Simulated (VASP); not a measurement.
Runs of VASP 6.6.1 on Y3Si2F. The structure is that of space group P4mm (No. 99), or close to it. The cells are those of the table. 

```csv
task,cell,k mesh,cutoff (eV),gap on the mesh (eV),pressure (GPa),relaxed volume (Å³/atom),largest force (eV/Å)
relaxation of cell and atoms,"relaxed from a = 3.618, b = 3.618, c = 10.372 Å, 6 atoms",6 × 6 × 2,600,none,-0.1,22.40,0.01
single point,"a = 3.600, b = 3.600, c = 10.388 Å, 6 atoms",6 × 6 × 2,520,none,-0.1,-,0.04
single point,"a = 3.597, b = 3.597, c = 10.398 Å, 6 atoms",10 × 10 × 4,520,none,-0.1,-,(a)
single point,"a = 4.056, b = 4.056, c = 7.122 Å, 6 atoms",4 × 4 × 4,520,none,37.9,-,9.34
relaxation of cell and atoms,"relaxed from a = 4.056, b = 4.056, c = 7.122 Å, 6 atoms",4 × 4 × 4,600,none,-0.1,22.73,0.04
relaxation of cell and atoms,"relaxed from a = 3.600, b = 3.600, c = 10.388 Å, 6 atoms",10 × 10 × 4,600,none,0.0,(b),0.01
single point,"a = 3.618, b = 3.618, c = 10.372 Å, 6 atoms",4 × 4 × 4,520,none,-0.1,-,0.03
```

Alike in all rows: level PBE; potentials or basis VASP PAW PBE potentials, release 64 (Y_sv, Si, F); no spin polarisation; smearing gaussian 0.1 eV.

Question: Estimate the missing entries.

Answer: (a) 0.02; (b) 22.38.

Caveats: some runs use coarse meshes; forces of over 1 eV/Å act on the atoms, so gaps and moduli don't describe the material at rest (some runs); the volume moved by over 15 % at a fixed basis, so the end points are rough (some runs).

A k mesh can miss the band edges, and the runs leave out spin-orbit coupling on Y.

A gap of «none» marks levels without a gap at the run's occupations.
